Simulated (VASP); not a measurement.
In3Bi (ReO3 type), 4 atoms in the cell. It takes space group Pm-3m (No. 221, cubic). The conventional cell has a = 6.053 Å, b = 6.053 Å, c = 6.053 Å, α = 90.00°, β = 90.00°, γ = 90.00°. Bi (site symmetry m-3m) has 6 In at 3.03 Å within 4.0 Å. Within 4.0 Å of In (site symmetry 4/mmm) lie 2 Bi at 3.03 Å. 

```yaml
Program: VASP 6.6.1
Task: electric field gradients
Functional: PBEsol
Potentials_or_basis: VASP PAW PBE potentials, release 64 (Bi_d, In_d)
Cutoff: 520 eV
k_mesh: 7 × 7 × 7
Occupations: methfessel-paxton, width 0.01 eV
Spin: no spin polarisation
Dipole_correction: no
Further_INCAR_settings: ALGO = Normal; EDIFF = 1e-08; NBANDS = 35
```

Potentials or basis: VASP PAW PBE potentials, release 64 (Bi_d, In_d).

Command:

```sh
$ cat potpaw_PBE.64/Bi_d/POTCAR potpaw_PBE.64/In_d/POTCAR > POTCAR
$ mpirun -np 1 vasp_std > vasp.out
```

Hardware: 1 thread of Intel(R) Xeon(R) Platinum 8488C (Sapphire Rapids) (shared host).

**Question.** How long does it take, and how much memory?

**Answer.** Wall time 2.7 min on 1 thread of Intel(R) Xeon(R) Platinum 8488C (Sapphire Rapids), on a shared host, peak memory 0.38 GiB. Counts: scf iterations 18, k points 20.
